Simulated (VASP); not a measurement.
ZrS: single point with r2SCAN+D3(BJ)

ZrS:

```
Zr S
1.0
     0.00000    2.62500    2.62500
     2.62500    0.00000    2.62500
     2.62500    2.62500    0.00000
Zr S
1 1
Direct
  0.00000 0.00000 0.00000
  0.50000 0.50000 0.50000
```

| Property | Result |
| --- | --- |
| Program | VASP 6.6.1 |
| Task | single point |
| Functional | r2SCAN |
| Dispersion | D3(BJ) |
| Potentials or basis | VASP PAW PBE potentials, release 64 (Zr_sv, S) |
| Cutoff | 520 eV |
| k mesh | 10 × 10 × 10 |
| Occupations | fermi-dirac, width 0.3 eV |
| Spin | no spin polarisation |

```json
{
 "Pressure": "-3.0 GPa",
 "Band gap on the k mesh": "zero (band 9 reaches 12.45 eV, above the bottom of band 10 at 9.53 eV)",
 "Dispersion energy per atom": "-0.237 eV"
}
```

Levels at points of the mesh, in eV from the Fermi level:
| k point | band 7 | band 8 | band 9 | band 10 | band 11 | band 12 |
| --- | --- | --- | --- | --- | --- | --- |
| (0.00, 0.00, 0.00) | -3.94 | -3.94 | -1.35 | -1.35 | -1.35 | -0.62 |
| (0.50, 0.00, 0.00) | -6.38 | -6.38 | 1.57 | 1.57 | 1.91 | 2.14 |
| (0.50, 0.50, 0.00) | -4.90 | -4.90 | -3.47 | 0.60 | 2.46 | 2.46 |

It took 110 s on 1 thread of Intel(R) Xeon(R) Platinum 8259CL CPU @ 2.50GHz (Skylake/Cascade Lake) (shared host), peak memory 0.18 GiB.

Caveat: three body term missing; the PAW data sets were made with another functional, which shifts forces and pressure a little; pairwise dispersion overbinds metals, which lowers pressure and volume.
